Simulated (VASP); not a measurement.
# Nb (P6_3/mmc) in VASP: further runs

Nb is run at these levels: PBE; tasks: single point, relaxation of cell and atoms.

Everything below comes from runs of VASP 6.6.1. Logs are shortened: lines on timing, memory, paths and dates and some standing lists are left out, and cuts for length are marked.

### Step 1. The cell of the first run

The structure is hexagonal, space group P6_3/mmc (No. 194). Conventional cell: a = 2.871 Å, b = 2.871 Å, c = 5.228 Å, α = 90.00°, β = 90.00°, γ = 120.00°. Nb (site symmetry -6m2) has 12 Nb at 2.87 to 3.10 Å within 3.8 Å.

### Step 2. Single point, PBE

The input, INCAR:

```
SYSTEM = Nb
ALGO = Normal
EDIFF = 1E-6
ENCUT = 520
GGA = PE
ISIF = 2
ISMEAR = 0
LASPH = .True.
LCHARG = .True.
LELF = .True.
LREAL = .False.
LVHAR = .True.
LWAVE = .False.
NBANDS = 20
NELM = 100
PREC = Accurate
SIGMA = 0.05
```

The input, KPOINTS:

```
k-points
0
Gamma
  16 16 10
  0 0 0
```

The input, POSCAR:

```
Nb
1.0
    2.8710676222      0.0000000000      0.0000000000
   -1.4355338111      2.4864174968      0.0000000000
    0.0000000000      0.0000000000      5.2278620696
Nb
2
Direct
    0.3333333333      0.6666666667      0.7500000000
    0.6666666667      0.3333333333      0.2500000000
```

Potentials or basis: VASP PAW PBE potentials, release 64 (Nb_sv).

Launch:

```console
$ cat potpaw_PBE.64/Nb_sv/POTCAR > POTCAR
$ mpirun -np 1 vasp_std > vasp.out
```

OUTCAR:

```text
SYSTEM = Nb
   EDIFF = 1E-6
   ENCUT = 520
   GGA = PE
   ISIF = 2
   ISMEAR = 0
   LASPH = .True.
   LREAL = .False.
   NELM = 100
   PREC = Accurate

 ion  position               nearest neighbor table
   1  0.333  0.667  0.750-
   2  0.667  0.333  0.250-

  LATTYP: Found a hexagonal cell.
 ALAT       =     2.8710676222
 C/A-ratio  =     1.8208773730

  Lattice vectors:

 A1 = (   2.8710676222,   0.0000000000,   0.0000000000)
 A2 = (  -1.4355338111,   2.4864174968,   0.0000000000)
 A3 = (   0.0000000000,   0.0000000000,   5.2278620696)

Analysis of symmetry for initial positions (statically):
=====================================================================
 Subroutine PRICEL returns:
 Original cell was already a primitive cell.

 Routine SETGRP: Setting up the symmetry group for a
 hexagonal supercell.

 Subroutine GETGRP returns: Found 24 space group operations
 (whereof 12 operations were pure point group operations)
 out of a pool of 24 trial point group operations.

The static configuration has the point symmetry D_3d.
 The point group associated with its full space group is D_6h.

Analysis of symmetry for dynamics (positions and initial velocities):
=====================================================================
 Subroutine PRICEL returns:
 Original cell was already a primitive cell.

 Routine SETGRP: Setting up the symmetry group for a
 hexagonal supercell.

 Subroutine GETGRP returns: Found 24 space group operations
 (whereof 12 operations were pure point group operations)
 out of a pool of 24 trial point group operations.

The dynamic configuration has the point symmetry D_3d.
 The point group associated with its full space group is D_6h.

 Subroutine INISYM returns: Found 24 space group operations
 (whereof 12 operations are pure point group operations),
 and found     1 'primitive' translations

----------------------------------------------------------------------------------------

                                     Primitive cell

  volume of cell :      37.3200

  direct lattice vectors                    reciprocal lattice vectors
     2.871067622  0.000000000  0.000000000     0.348302489  0.201092536  0.000000000
    -1.435533811  2.486417497  0.000000000     0.000000000  0.402185072  0.000000000
     0.000000000  0.000000000  5.227862070     0.000000000  0.000000000  0.191282782

  length of vectors
     2.871067622  2.871067622  5.227862070     0.402185072  0.402185072  0.191282782

  position of ions in fractional coordinates (direct lattice)
     0.333333333  0.666666667  0.750000000
     0.666666667  0.333333333  0.250000000

  ion indices of the primitive-cell ions
   primitive index   ion index
                 1           1
                 2           2

----------------------------------------------------------------------------------------

 KPOINTS: k-points

Automatic generation of k-mesh.
 Grid dimensions read from file:
 generate k-points for:   16   16   10

 Generating k-lattice:

  Cartesian coordinates                     Fractional coordinates (reciprocal lattice)
     0.021768906  0.012568284  0.000000000     0.062500000  0.000000000  0.000000000
     0.000000000  0.025136567  0.000000000     0.000000000  0.062500000  0.000000000
     0.000000000  0.000000000  0.019128278     0.000000000  0.000000000  0.100000000

  Length of vectors
     0.025136567  0.025136567  0.019128278

  Shift w.r.t. Gamma in fractional coordinates (k-lattice)
     0.000000000  0.000000000  0.000000000

 Subroutine IBZKPT returns following result:
 ===========================================

 Found    180 irreducible k-points:

 Following reciprocal coordinates:
            Coordinates               Weight
  0.000000  0.000000  0.000000      1.000000
  0.062500  0.000000  0.000000      6.000000
  0.125000  0.000000  0.000000      6.000000
  0.187500 -0.000000  0.000000      6.000000
  0.250000  0.000000  0.000000      6.000000
  0.312500  0.000000  0.000000      6.000000
[... 16 lines left out ...]
  0.187500  0.187500  0.000000      6.000000
  0.250000  0.187500  0.000000     12.000000
 [... further k-points ...]
   k-points           NKPTS =    180   k-points in BZ     NKDIM =    180   number of bands    NBANDS=     20
   number of dos      NEDOS =    301   number of ions     NIONS =      2
   total plane-waves  NPLWV =  23040
   dimension x,y,z NGX =    24 NGY =   24 NGZ =   40
   dimension x,y,z NGXF=    48 NGYF=   48 NGZF=   80
   ions per type =               2
   NGX,Y,Z   is equivalent  to a cutoff of  13.90, 13.90, 12.72 a.u.
   NGXF,Y,Z  is equivalent  to a cutoff of  27.79, 27.79, 25.44 a.u.
 SYSTEM =  Nb
   PREC   = accura    normal or accurate (medium, high low for compatibility)
   ISTART =      0    job   : 0-new  1-cont  2-samecut
   ICHARG =      2    charge: 1-file 2-atom 10-const
   ISPIN  =      1    spin polarized calculation?
   LNONCOLLINEAR =      F non collinear calculations
   LSORBIT =      F    spin-orbit coupling
   LASPH  =      T    aspherical Exc in radial PAW
   ENCUT  =  520.0 eV  38.22 Ry    6.18 a.u.   5.34  5.34  9.72*2*pi/ulx,y,z
   NELM   =    100;   NELMIN=  2; NELMDL= -5     # of ELM steps
   EDIFF  = 0.1E-05   stopping-criterion for ELM
   LREAL  =      F    real-space projection
   EDIFFG = 0.1E-04   stopping-criterion for IOM
   NSW    =      0    number of steps for IOM
   IBRION =     -1    ionic relax: 0-MD 1-quasi-New 2-CG
   NFREE  =      0    steps in history (QN), initial steepest desc. (CG)
   ISIF   =      2    stress and relaxation
   ISYM   =      2    0-nonsym 1-usesym 2-fastsym
   POTIM  = 0.5000    time-step for ionic-motion
   TEBEG  =    0.0;   TEEND  =   0.0 temperature during run
   PSTRESS=    0.0 pullay stress
   NELECT =      26.0000    total number of electrons
   NUPDOWN=      -1.0000    fix difference up-down
   EMIN   =  10.00;   EMAX   =-10.00  energy-range for DOS
   EFERMI =   0.00;   METHOD = LEGACY
   ISMEAR =     0;   SIGMA  =   0.05  broadening in eV -4-tet -1-fermi 0-gaus
   EFERMI_NEDOS =   21; number of points for ismear=-14 and -15
   IALGO  =     38    algorithm
   IMIX   =      4    mixing-type and parameters
     AMIX     =   0.40;   BMIX     =  1.00
     AMIX_MAG =   1.60;   BMIX_MAG =  1.00
  volume/ion in A,a.u.               =      18.66       125.92
  Fermi-wavevector in a.u.,A,eV,Ry     =   1.451283  2.742527 28.656891  2.106222
  Thomas-Fermi vector in A             =   2.568798
   LORBIT       =      0    0 simple, 1 ext, 2 COOP (PROOUT), +10 PAW based schemes
   GGA     = PE    functional components
   LHFCALC =     F    Hartree Fock is set to
   AEXX    =    0.0000 exact exchange contribution
   IVDW    =     0    specifies the selected vdW correction
   LEPSILON=     F    determine dielectric tensor
   LRPA    =     F    only Hartree local field effects (RPA)
 non-spin polarized calculation
 Gauss-broadening in eV      SIGMA  =   0.05
  energy-cutoff  :      520.00
  volume of cell :       37.32
 maximum number of plane-waves:      1027
 NGX is ok and might be reduce to    24
   NGX = 11   NGY = 11   NGZ = 19

 number of electron      26.0000000 magnetization

 Free energy of the ion-electron system (eV)
  ---------------------------------------------------
  ext. energy  EPLUGINS =         0.00000000
  ---------------------------------------------------
  free energy    TOTEN  =       -19.84547633 eV

  energy without entropy =      -19.84175425  energy(sigma->0) =      -19.84361529

 E-fermi :  11.0489     XC(G=0): -12.3030

 val. band max:       11.0475697227   @ k =   0.1250   0.0000   0.0000
 cond. band min:      11.0573713453   @ k =   0.0625   0.0625   0.1000
 fundamental gap:      0.0098016226
 Fermi energy:        11.0489184946

 k-point     1 :       0.0000    0.0000    0.0000
  band No.  band energies     occupation
      1     -43.7035      2.00000
      2     -43.5782      2.00000
      3     -20.1863      2.00000
      4     -19.2574      2.00000
      5     -19.0404      2.00000
      6     -19.0404      2.00000
[... 12 lines left out ...]
     19      15.2950      0.00000
     20      15.2950      0.00000

 k-point     2 :       0.0625    0.0000    0.0000
  band No.  band energies     occupation
      1     -43.6950      2.00000
      2     -43.5718      2.00000
      3     -20.1711      2.00000
      4     -19.2579      2.00000
      5     -19.0916      2.00000
      6     -19.0539      2.00000
[... 12 lines left out ...]
     19      15.3394      0.00000
     20      15.6717      0.00000

 k-point     3 :       0.1250    0.0000    0.0000
  band No.  band energies     occupation
      1     -43.6706      2.00000
      2     -43.5536      2.00000
      3     -20.1268      2.00000
      4     -19.2603      2.00000
      5     -19.2367      2.00000
      6     -19.1537      2.00000
[... 12 lines left out ...]
     19      15.4293      0.00000
     20      16.5121      0.00000

 k-point     4 :       0.1875   -0.0000    0.0000
  band No.  band energies     occupation
      1     -43.6336      2.00000
      2     -43.5266      2.00000
      3     -20.0576      2.00000
      4     -19.4513      2.00000
      5     -19.3650      2.00000
      6     -19.2663      2.00000
[... 12 lines left out ...]
     19      15.5025      0.00000
     20      17.5171      0.00000

 k-point     5 :       0.2500    0.0000    0.0000
  band No.  band energies     occupation
      1     -43.5889      2.00000
      2     -43.4952      2.00000
      3     -19.9701      2.00000
      4     -19.7002      2.00000
      5     -19.6058      2.00000
      6     -19.2788      2.00000
[... 12 lines left out ...]
     19      15.5354      0.00000
     20      18.5443      0.00000

 k-point     6 :       0.3125    0.0000    0.0000
  band No.  band energies     occupation
      1     -43.5427      2.00000
      2     -43.4647      2.00000
      3     -19.9442      2.00000
      4     -19.8733      2.00000
      5     -19.8387      2.00000
      6     -19.3001      2.00000
[... 12 lines left out ...]
     19      15.5335      0.00000
     20      19.4963      0.00000

 k-point     7 :       0.3750   -0.0000    0.0000
  band No.  band energies     occupation
      1     -43.5015      2.00000
      2     -43.4403      2.00000
      3     -20.1473      2.00000
      4     -20.0310      2.00000
      5     -19.7787      2.00000
      6     -19.3302      2.00000
[... 12 lines left out ...]
     19      15.5932      0.00000
     20      19.4052      0.00000
[... 277 lines left out ...]
 k-point    20 :       0.3125    0.1250    0.0000
  band No.  band energies     occupation
      1     -43.4895      2.00000
      2     -43.4336      2.00000
      3     -20.1123      2.00000
      4     -20.0122      2.00000
      5     -19.7500      2.00000
      6     -19.4233      2.00000
[... 12 lines left out ...]
     19      16.7155      0.00000
     20      20.0501      0.00000

 k-point    21 :       0.3750    0.1250    0.0000
  band No.  band energies     occupation
      1     -43.4617      2.00000
      2     -43.4206      2.00000
      3     -20.2281      2.00000
      4     -20.1101      2.00000
      5     -19.6747      2.00000
      6     -19.4732      2.00000
[... 12 lines left out ...]
     19      17.6810      0.00000
     20      19.9443      0.00000

 k-point    22 :       0.4375    0.1250    0.0000
  band No.  band energies     occupation
      1     -43.4512      2.00000
      2     -43.4168      2.00000
      3     -20.2684      2.00000
      4     -20.1443      2.00000
      5     -19.6425      2.00000
      6     -19.4906      2.00000
[... 12 lines left out ...]
     19      18.1469      0.00000
     20      19.4741      0.00000

 k-point    23 :       0.1875    0.1875    0.0000
  band No.  band energies     occupation
      1     -43.5319      2.00000
      2     -43.4578      2.00000
      3     -19.8656      2.00000
      4     -19.8527      2.00000
      5     -19.8502      2.00000
      6     -19.3573      2.00000
[... 12 lines left out ...]
     19      15.6142      0.00000
     20      19.9244      0.00000

 k-point    24 :       0.2500    0.1875    0.0000
  band No.  band energies     occupation
      1     -43.4935      2.00000
      2     -43.4356      2.00000
      3     -20.0169      2.00000
      4     -19.9622      2.00000
      5     -19.7608      2.00000
      6     -19.4647      2.00000
[... 12 lines left out ...]
     19      16.7934      0.00000
     20      20.3317      0.00000

 [... further k-points ...]
[... 5 lines left out ...]
  --------------------------------------------------------------------------------------
  -------------------------------------------------------------------------------------
  Total       -0.0725959     -0.0725959     -0.0715771      0.0000000     -0.0000000     -0.0000000
  in kB       -3.1166004     -3.1166004     -3.0728611      0.0000000     -0.0000000     -0.0000000
  external PRESSURE =      -3.1020206 kB  Pullay stress =       0.0000000 kB

 VOLUME and BASIS-vectors are now :
 -----------------------------------------------------------------------------
  energy-cutoff  :      520.00
  volume of cell :       37.32
      direct lattice vectors                 reciprocal lattice vectors
     2.871067622  0.000000000  0.000000000     0.348302489  0.201092536  0.000000000
    -1.435533811  2.486417497  0.000000000     0.000000000  0.402185072  0.000000000
     0.000000000  0.000000000  5.227862070     0.000000000  0.000000000  0.191282782

 POSITION                                       TOTAL-FORCE (eV/Angst)
 -----------------------------------------------------------------------------------
     -0.00000      1.65761      3.92090        -0.000000     -0.000000      0.000000
      1.43553      0.82881      1.30697         0.000000      0.000000      0.000000
 -----------------------------------------------------------------------------------
    total drift:                               -0.000000      0.000000     -0.000000

  FREE ENERGIE OF THE ION-ELECTRON SYSTEM (eV)
  ---------------------------------------------------
  free  energy   TOTEN  =       -19.8454763255 eV

  energy  without entropy=      -19.8417542490  energy(sigma->0) =      -19.84361529
```

Wall time 38 s (1 thread of Intel Xeon 6975P-C (Granite Rapids), shared host); peak memory 0.23 GiB.

What came out:

- Free energy: -19.8455 eV
- Pressure: -0.3 GPa
- Band gap on the k mesh: zero (band 13 reaches 13.10 eV, above the bottom of band 14 at 10.30 eV)

### Step 3. Single point, PBE

The input, INCAR:

```
PREC     = Accurate       # precision mode
ENCUT    = 520            # plane-wave cutoff, eV
EDIFF    = 1E-7           # SCF threshold, eV
ISMEAR   = 0              # smearing method
SIGMA    = 0.05           # smearing width, eV
LREAL    = False          # projectors in reciprocal space
LASPH    = True           # aspherical terms in the spheres
NELM     = 100            # most SCF steps
ALGO     = Normal         # electronic algorithm
ISIF     = 2              # what is computed and relaxed
LWAVE    = False          # write WAVECAR
LCHARG   = False          # write CHGCAR
GGA      = PE             # functional
NBANDS   = 20             # bands
```

The input, KPOINTS:

```
regular mesh
0
Gamma
  16 16 10
```

POSCAR is that of step 2.

Potentials or basis: VASP PAW PBE potentials, release 64 (Nb_sv).

Launch:

```console
$ cat potpaw_PBE.64/Nb_sv/POTCAR > POTCAR
$ mpirun -np 1 vasp_std > vasp.out
```

OUTCAR:

```text
PREC = Accurate
   ENCUT = 520
   EDIFF = 1E-7
   ISMEAR = 0
   LREAL = False
   LASPH = True
   NELM = 100
   ISIF = 2
   GGA = PE

 ion  position               nearest neighbor table
   1  0.333  0.667  0.750-
   2  0.667  0.333  0.250-

  LATTYP: Found a hexagonal cell.
 ALAT       =     2.8710676222
 C/A-ratio  =     1.8208773730

  Lattice vectors:

 A1 = (   2.8710676222,   0.0000000000,   0.0000000000)
 A2 = (  -1.4355338111,   2.4864174968,   0.0000000000)
 A3 = (   0.0000000000,   0.0000000000,   5.2278620696)

[... 187 lines left out ...]
      2     -43.5782      2.00000
      3     -20.1864      2.00000
      4     -19.2575      2.00000
      5     -19.0405      2.00000
      6     -19.0405      2.00000
[... 541 lines left out ...]
     19      16.7934      0.00000
     20      20.3313      0.00000

 [... further k-points ...]
[... 5 lines left out ...]
  --------------------------------------------------------------------------------------
  -------------------------------------------------------------------------------------
  Total       -0.0733448     -0.0733448     -0.0735891      0.0000000      0.0000000     -0.0000000
  in kB       -3.1487526     -3.1487526     -3.1592378      0.0000000      0.0000000     -0.0000000
  external PRESSURE =      -3.1522477 kB  Pullay stress =       0.0000000 kB

 VOLUME and BASIS-vectors are now :
 -----------------------------------------------------------------------------
  energy-cutoff  :      520.00
  volume of cell :       37.32
      direct lattice vectors                 reciprocal lattice vectors
     2.871067622  0.000000000  0.000000000     0.348302489  0.201092536  0.000000000
    -1.435533811  2.486417497  0.000000000     0.000000000  0.402185072  0.000000000
     0.000000000  0.000000000  5.227862070     0.000000000  0.000000000  0.191282782

 POSITION                                       TOTAL-FORCE (eV/Angst)
 -----------------------------------------------------------------------------------
     -0.00000      1.65761      3.92090         0.000000     -0.000000      0.000000
      1.43553      0.82881      1.30697        -0.000000      0.000000      0.000000
 -----------------------------------------------------------------------------------
    total drift:                               -0.000000      0.000000     -0.000000

  FREE ENERGIE OF THE ION-ELECTRON SYSTEM (eV)
  ---------------------------------------------------
  free  energy   TOTEN  =       -19.8454760362 eV

  energy  without entropy=      -19.8417538607  energy(sigma->0) =      -19.84361495
```

OSZICAR:

```text
N       E                     dE             d eps       ncg     rms          rms(c)
DAV:   1     0.300320330545E+03    0.30032E+03   -0.14979E+04  7208   0.137E+03
DAV:   2     0.262953799791E+01   -0.29769E+03   -0.29123E+03  8108   0.537E+02
DAV:   3    -0.196691517765E+02   -0.22299E+02   -0.21629E+02 13616   0.107E+02
DAV:   4    -0.206298031391E+02   -0.96065E+00   -0.95334E+00  9608   0.200E+01
DAV:   5    -0.206834019776E+02   -0.53599E-01   -0.53546E-01 12264   0.443E+00    0.956E+00
DAV:   6    -0.199248351707E+02    0.75857E+00   -0.14384E+00  9872   0.116E+01    0.333E+00
DAV:   7    -0.198344494812E+02    0.90386E-01   -0.57610E-01 12712   0.677E+00    0.149E+00
DAV:   8    -0.198456033801E+02   -0.11154E-01   -0.39350E-02  9588   0.199E+00    0.159E-01
DAV:   9    -0.198454812574E+02    0.12212E-03   -0.47269E-03 12104   0.638E-01    0.724E-02
DAV:  10    -0.198454890073E+02   -0.77499E-05   -0.19397E-04 10252   0.148E-01    0.172E-02
DAV:  11    -0.198454759055E+02    0.13102E-04   -0.12335E-05 11316   0.361E-02    0.934E-03
DAV:  12    -0.198454763601E+02   -0.45457E-06   -0.16618E-06  9628   0.176E-02    0.188E-03
DAV:  13    -0.198454761230E+02    0.23715E-06   -0.48251E-08  4928   0.214E-03    0.703E-04
DAV:  14    -0.198454760362E+02    0.86720E-07   -0.24557E-08  4516   0.171E-03
   1 F= -.19845476E+02 E0= -.19843615E+02  d E =-.372218E-02
```

Run time: 42 s. Hardware: 1 thread of Intel Xeon 6975P-C (Granite Rapids), shared host; peak memory 0.23 GiB.

Results:

| Property | Result |
| --- | --- |
| Free energy | -19.8455 eV |
| Pressure | -0.3 GPa |
| Band gap on the k mesh | zero (band 13 reaches 13.10 eV, above the bottom of band 14 at 10.30 eV) |

Levels at points of the mesh, in eV from the Fermi level:
```csv
k point,band 9,band 10,band 11,band 12,band 13,band 14,band 15,band 16,band 17,band 18
"(0.00, 0.00, 0.00)",-6.22,-3.89,-0.95,0.32,0.32,0.45,0.77,0.77,2.54,2.54
"(0.50, 0.00, 0.00)",-3.61,-3.29,-3.24,-0.51,0.25,0.38,0.71,4.44,5.44,5.65
"(0.00, 0.00, 0.50)",-4.64,-4.64,-1.23,-1.23,0.38,0.38,0.38,0.38,3.64,3.64
"(0.50, 0.00, 0.50)",-3.79,-3.79,-2.36,-2.36,2.05,2.05,2.18,2.18,4.94,4.94
```

[end of part 1 of 2]
